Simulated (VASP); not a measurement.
# SrO (Fm-3m) in VASP: further runs, part 2 of 2

VASP 6.6.1. Earlier steps stand in the parts before.

## (4) Electrostatic potential, HSE06

This run uses another cell than the first one, of 17.08 Å³/atom.

Contents of POSCAR:

```
SrO                                     
1.0
    0.0000000000      2.5754250918      2.5754250918
    2.5754250918      0.0000000000      2.5754250918
    2.5754250918      2.5754250918      0.0000000000
  Sr              O             
     1     1
Direct
     0.0000000000000000    0.0000000000000000    0.0000000000000000
     0.5000000000000000    0.5000000000000000    0.5000000000000000
```

Contents of INCAR.step1:

```
  PREC = Accurate
  ENCUT = 520
  EDIFF = 1E-5
  ISMEAR = 0
  SIGMA = 0.02
  LREAL = F
  LASPH = T
  NELM = 100
  ALGO = Normal
  ISIF = 2
  LWAVE = T
  GGA = PE
  KPAR = 4
```

Contents of INCAR.step2:

```
  PREC = Accurate
  ENCUT = 520
  EDIFF = 1E-7
  ISMEAR = 0
  SIGMA = 0.02
  LREAL = F
  LASPH = T
  NELM = 100
  ALGO = Normal
  ISIF = 2
  LWAVE = F
  LCHARG = T
  GGA = PE
  LHFCALC = T
  HFSCREEN = 0.2
  PRECFOCK = Fast
  LVHAR = T
  ISTART = 1
  KPAR = 4
```

Contents of KPOINTS:

```
regular mesh
0
Gamma
  8 8 8
```

Potentials or basis: VASP PAW PBE potentials, release 64 (Sr_sv, O).

Command:

```console
$ cat potpaw_PBE.64/Sr_sv/POTCAR potpaw_PBE.64/O/POTCAR > POTCAR
$ cp INCAR.step1 INCAR
$ mpirun -np 4 vasp_std > vasp.out
$ cp INCAR.step2 INCAR
$ mpirun -np 4 vasp_std > vasp.out
```

OUTCAR:

```text
PREC = Accurate
   ENCUT = 520
   EDIFF = 1E-7
   ISMEAR = 0
   LREAL = F
   LASPH = T
   NELM = 100
   ISIF = 2
   GGA = PE
   LHFCALC = T
   HFSCREEN = 0.2
   PRECFOCK = Fast
   ISTART = 1

 ion  position               nearest neighbor table
   1  0.000  0.000  0.000-   2 2.58   2 2.58   2 2.58   2 2.58   2 2.58   2 2.58
   2  0.500  0.500  0.500-   1 2.58   1 2.58   1 2.58   1 2.58   1 2.58   1 2.58

  LATTYP: Found a face centered cubic cell.
 ALAT       =     5.1508501836

  Lattice vectors:

 A1 = (   0.0000000000,   2.5754250918,   2.5754250918)
 A2 = (   2.5754250918,   0.0000000000,   2.5754250918)
 A3 = (   2.5754250918,   2.5754250918,   0.0000000000)

Analysis of symmetry for initial positions (statically):
=====================================================================
 Subroutine PRICEL returns:
 Original cell was already a primitive cell.

 Routine SETGRP: Setting up the symmetry group for a
 face centered cubic supercell.

 Subroutine GETGRP returns: Found 48 space group operations
 (whereof 48 operations were pure point group operations)
 out of a pool of 48 trial point group operations.

The static configuration has the point symmetry O_h .

Analysis of symmetry for dynamics (positions and initial velocities):
=====================================================================
 Subroutine PRICEL returns:
 Original cell was already a primitive cell.

 Routine SETGRP: Setting up the symmetry group for a
 face centered cubic supercell.

 Subroutine GETGRP returns: Found 48 space group operations
 (whereof 48 operations were pure point group operations)
 out of a pool of 48 trial point group operations.

The dynamic configuration has the point symmetry O_h .

 Subroutine INISYM returns: Found 48 space group operations
 (whereof 48 operations are pure point group operations),
 and found     1 'primitive' translations

----------------------------------------------------------------------------------------
[... 129 lines left out ...]
   IVDW    =     0    specifies the selected vdW correction
   LEPSILON=     F    determine dielectric tensor
   LRPA    =     F    only Hartree local field effects (RPA)
 non-spin polarized calculation
 Gauss-broadening in eV      SIGMA  =   0.02
  energy-cutoff  :      520.00
  volume of cell :       34.16
 maximum number of plane-waves:       941
  NGX = 16; NGY = 16; NGZ = 16

 number of electron      15.9999997 magnetization

 Free energy of the ion-electron system (eV)
  ---------------------------------------------------
  ext. energy  EPLUGINS =         0.00000000
  ---------------------------------------------------
  free energy    TOTEN  =       -14.20372298 eV

  energy without entropy =      -14.20372298  energy(sigma->0) =      -14.20372298

 E-fermi :   0.7463     XC(G=0):  -8.2322

 val. band max:        0.5610069667   @ k =   0.0000   0.0000   0.0000
 cond. band min:       5.3270043099   @ k =   0.5000   0.5000   0.0000
 fundamental gap:      4.7659973432
 Fermi energy:         0.7463069699

 k-point     1 :       0.0000    0.0000    0.0000
  band No.  band energies     occupation
      1     -33.7890      2.00000
      2     -15.9981      2.00000
      3     -14.1425      2.00000
      4     -14.1425      2.00000
      5     -14.1425      2.00000
      6       0.5610      2.00000
      7       0.5610      2.00000
      8       0.5610      2.00000
      9       6.0103      0.00000
     10       8.4453      0.00000
     11       8.4453      0.00000
     12       8.4453      0.00000
[... 331 lines left out ...]
 k-point    24 :      -0.3750    0.2500    0.1250
  band No.  band energies     occupation
      1     -33.6218      2.00000
      2     -16.9926      2.00000
      3     -14.5428      2.00000
      4     -14.3853      2.00000
      5     -13.5017      2.00000
      6      -1.0854      2.00000
      7      -0.3496      2.00000
      8      -0.2656      2.00000
      9       8.5898      0.00000
     10       8.9244      0.00000
     11      11.6647      0.00000
     12      11.9289      0.00000

 [... further k-points ...]

------------------------ aborting loop because EDIFF is reached ----------------------------------------

  FORCE on cell =-STRESS in cart. coord.  units (eV):
  Direction    XX          YY          ZZ          XY          YZ          ZX
  --------------------------------------------------------------------------------------
  -------------------------------------------------------------------------------------
  Total        0.1475565      0.1475565      0.1475565     -0.0000000      0.0000000     -0.0000000
  in kB        6.9197758      6.9197758      6.9197758     -0.0000000      0.0000000     -0.0000000
  external PRESSURE =       6.9197758 kB  Pullay stress =       0.0000000 kB

 VOLUME and BASIS-vectors are now :
 -----------------------------------------------------------------------------
  energy-cutoff  :      520.00
  volume of cell :       34.16
      direct lattice vectors                 reciprocal lattice vectors
     0.000000000  2.575425092  2.575425092    -0.194142707  0.194142707  0.194142707
     2.575425092  0.000000000  2.575425092     0.194142707 -0.194142707  0.194142707
     2.575425092  2.575425092  0.000000000     0.194142707  0.194142707 -0.194142707

 POSITION                                       TOTAL-FORCE (eV/Angst)
 -----------------------------------------------------------------------------------
      0.00000      0.00000      0.00000        -0.000000      0.000000     -0.000000
      2.57543      2.57543      2.57543         0.000000     -0.000000      0.000000
 -----------------------------------------------------------------------------------
    total drift:                                0.000000      0.000000      0.000000

  FREE ENERGIE OF THE ION-ELECTRON SYSTEM (eV)
  ---------------------------------------------------
  free  energy   TOTEN  =       -14.2037229824 eV

  energy  without entropy=      -14.2037229824  energy(sigma->0) =      -14.20372298
```

OUTCAR.step1:

```text
PREC = Accurate
   ENCUT = 520
   EDIFF = 1E-5
   ISMEAR = 0
   LREAL = F
   LASPH = T
[... 580 lines left out ...]
 -----------------------------------------------------------------------------------
      0.00000      0.00000      0.00000         0.000000      0.000000      0.000000
      2.57543      2.57543      2.57543         0.000000      0.000000     -0.000000
 -----------------------------------------------------------------------------------
    total drift:                                0.000000      0.000000      0.000000

  FREE ENERGIE OF THE ION-ELECTRON SYSTEM (eV)
  ---------------------------------------------------
  free  energy   TOTEN  =       -12.0449235241 eV

  energy  without entropy=      -12.0449235241  energy(sigma->0) =      -12.04492352
```

OSZICAR.step1:

```text
N       E                     dE             d eps       ncg     rms          rms(c)
DAV:   1     0.792162073115E+02    0.79216E+02   -0.87773E+03   704   0.130E+03
DAV:   2    -0.106752496555E+02   -0.89891E+02   -0.82661E+02   996   0.251E+02
DAV:   3    -0.141702363526E+02   -0.34950E+01   -0.34763E+01   896   0.487E+01
DAV:   4    -0.142452337532E+02   -0.74997E-01   -0.74961E-01   928   0.672E+00
DAV:   5    -0.142469638516E+02   -0.17301E-02   -0.17301E-02   948   0.691E-01    0.163E+01
DAV:   6    -0.121604165099E+02    0.20865E+01   -0.10482E+01   796   0.243E+01    0.198E+01
DAV:   7    -0.120512277781E+02    0.10919E+00   -0.59033E-01   864   0.680E+00    0.114E+01
DAV:   8    -0.120436672944E+02    0.75605E-02   -0.13927E-01   736   0.415E+00    0.770E-01
DAV:   9    -0.120440967674E+02   -0.42947E-03   -0.13753E-02   960   0.991E-01    0.217E-01
DAV:  10    -0.120448070163E+02   -0.71025E-03   -0.12094E-03   736   0.349E-01    0.436E-02
DAV:  11    -0.120449128098E+02   -0.10579E-03   -0.18445E-04   832   0.118E-01    0.420E-02
DAV:  12    -0.120449283664E+02   -0.15557E-04   -0.47515E-05   732   0.683E-02    0.526E-02
DAV:  13    -0.120449235241E+02    0.48423E-05   -0.94631E-06   532   0.374E-02
   1 F= -.12044924E+02 E0= -.12044924E+02  d E =-.669259E-48
```

Wall time 7.4 min (4 MPI ranks of Intel Xeon 6975P-C (Granite Rapids), shared host); peak memory 0.27 GiB.

Results:

| Property | Result |
| --- | --- |
| Free energy | -14.2037 eV |
| Pressure | 0.7 GPa |
| Band gap on the k mesh | 4.77 eV (least direct gap 4.87 eV) |

Levels at points of the mesh, in eV from the valence-band top:
```tsv
k point	band 5	band 6	band 7	band 8	band 9	band 10	band 11	band 12
(0.00, 0.00, 0.00)	-14.70	0.00	0.00	0.00	5.45	7.88	7.88	7.88
(0.50, 0.00, 0.00)	-13.71	-2.26	-1.19	-1.19	8.25	9.97	10.71	10.71
(0.50, 0.50, 0.00)	-15.09	-0.49	-0.11	-0.11	4.77	9.55	12.03	12.13
```

Caveat: the PAW data sets were made with another functional, which shifts forces and pressure a little. A k mesh can miss the band edges.

## (5) Overview

| task | level | cell | k mesh | cutoff (eV) | grid for exact exchange (PRECFOCK) | share of exact exchange | screening parameter | gap on the mesh (eV) | pressure (GPa) |
| --- | --- | --- | --- | --- | --- | --- | --- | --- | --- |
| relaxation of cell and atoms | r2SCAN+rVV10 | relaxed from a = 3.627 Å, angles 60.0°, 2 atoms | 10 × 10 × 10 | 600 | - | - | - | 3.70 | 0.0 |
| electrostatic potential | r2SCAN+rVV10 | a = 3.642 Å, angles 60.0°, 2 atoms | 10 × 10 × 10 | 520 | - | - | - | 3.70 | 0.1 |
| electrostatic potential | HSE06 | a = 3.642 Å, angles 60.0°, 2 atoms | 8 × 8 × 8 | 520 | Fast | 0.25 | 0.2 1/Å | 4.77 | 0.7 |

Alike in all rows: potentials or basis VASP PAW PBE potentials, release 64 (Sr_sv, O); no spin polarisation; smearing gaussian 0.02 eV.

Caveats: the PAW data sets were made with another functional, which shifts forces and pressure a little.

Total energies depend on the potentials used, so only differences within one code and one set of settings carry meaning.
